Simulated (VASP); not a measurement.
Set up this calculation in VASP 6.6.1, as the native input.

* Task: relaxation of cell and atoms
* Functional: PBE
* Potentials or basis: VASP PAW PBE potentials, release 64 (Na_pv, Nb_sv)
* Cutoff: 600 eV
* k mesh: 8 × 8 × 8
* Occupations: gaussian, width 0.1 eV
* Spin: no spin polarisation
* Dipole correction: no
* Further INCAR settings: ALGO = Fast; EDIFF = 1e-06; IBRION = 2; EDIFFG = -0.01; NSW = 100; ISIF = 3

The structure of Na2Nb lies in POSCAR:

```
Na2Nb
1.0
    0.0000000000      4.0267138283      4.0267138283
    4.0267138283      0.0000000000      4.0267138283
    4.0267138283      4.0267138283      0.0000000000
Na Nb
4 2
Direct
    0.1250000000      0.1250000000      0.1250000000
    0.6250000000      0.1250000000      0.1250000000
    0.1250000000      0.1250000000      0.6250000000
    0.1250000000      0.6250000000      0.1250000000
    0.5000000000      0.5000000000      0.5000000000
    0.7500000000      0.7500000000      0.7500000000
```

The input as run:

INCAR

```
PREC = Accurate
ENCUT = 600
EDIFF = 1E-6
ISMEAR = 0
SIGMA = 0.1
LREAL = F
LASPH = T
NELM = 100
ALGO = Fast
ISIF = 3
LWAVE = F
LCHARG = F
GGA = PE
IBRION = 2
NSW = 100
EDIFFG = -0.01
```

KPOINTS

```
Automatic mesh
0
Gamma
  8 8 8
```

Potentials or basis: VASP PAW PBE potentials, release 64 (Na_pv, Nb_sv).

Run with:

```console
$ cat potpaw_PBE.64/Na_pv/POTCAR potpaw_PBE.64/Nb_sv/POTCAR > POTCAR
$ mpirun -np 1 vasp_std > vasp.out
```

Results of the run:

```json
{
  "Relaxed volume": "21.81 Å³/atom",
  "Relaxed cell": "a = 5.698 Å, b = 5.698 Å, c = 5.698 Å, α = 60.00°, β = 60.00°, γ = 60.00°",
  "Space group after relaxing (to 0.1 Å)": "Fd-3m (No. 227)",
  "Energy gained by relaxing": "0.0 meV/atom",
  "Ionic steps": "2",
  "Pressure after relaxing": "0.0 GPa",
  "Band gap on the k mesh": "zero (bands 27 and 28 overlap by 0.45 eV)"
}
```

Wall time 4.9 min on 1 thread of Intel(R) Xeon(R) 6975P-C (Granite Rapids), with other jobs on the host, peak memory 0.41 GiB.
